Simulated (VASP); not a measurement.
A run of VASP 6.6.1 is set up as follows.

POSCAR

```
KTaO3
1.0
    3.9356574700      0.0000000000      0.0000000000
    0.0000000000      3.9356574700      0.0000000000
    0.0000000000      0.0000000000      3.9356574700
K Ta O
1 1 3
Direct
    0.5000000000      0.5000000000      0.5000000000
    0.0000000000      0.0000000000      0.0000000000
    0.5000000000      0.0000000000      0.0000000000
    0.0000000000      0.5000000000      0.0000000000
    0.0000000000      0.0000000000      0.5000000000
```

The input INCAR.step1:

```
SYSTEM = KTaO3
PREC = Accurate
ENCUT = 520
ISMEAR = -1
SIGMA = 0.02
LREAL = .FALSE.
LASPH = .TRUE.
NELM = 80
NBANDS = 27
GGA = PE
ALGO = Normal
EDIFF = 1E-4
LWAVE = .TRUE.
LCHARG = .FALSE.
```

INCAR.step2

```
SYSTEM = KTaO3
PREC = Accurate
ENCUT = 520
EDIFF = 1E-7
ISMEAR = -1
SIGMA = 0.02
LREAL = .FALSE.
LASPH = .TRUE.
NELM = 80
ALGO = Normal
ISIF = 2
LWAVE = .FALSE.
LCHARG = .TRUE.
METAGGA = R2SCAN
LMIXTAU = .TRUE.
LELF = .TRUE.
LVHAR = .TRUE.
NBANDS = 27
ISTART = 1
```

KPOINTS

```
Automatic mesh
0
G
  8 8 8
  0 0 0
```

Potentials or basis: VASP PAW PBE potentials, release 64 (K_sv, Ta_pv, O).

The run is started by

```console
$ cat potpaw_PBE.64/K_sv/POTCAR potpaw_PBE.64/Ta_pv/POTCAR potpaw_PBE.64/O/POTCAR > POTCAR
$ cp INCAR.step1 INCAR
$ mpirun -np 1 vasp_std > vasp.out
$ cp INCAR.step2 INCAR
$ mpirun -np 1 vasp_std > vasp.out
```

(1) Estimate the pressure.

(2) Estimate the band gap on the k mesh.

Answers

(1) 10.6 GPa.

(2) 2.70 eV (least direct gap 3.33 eV).

Caveat: the cell stands under pressure; the PAW data sets were made with another functional, which shifts forces and pressure a little; spin-orbit coupling is left out, which moves the levels of the heavy elements.
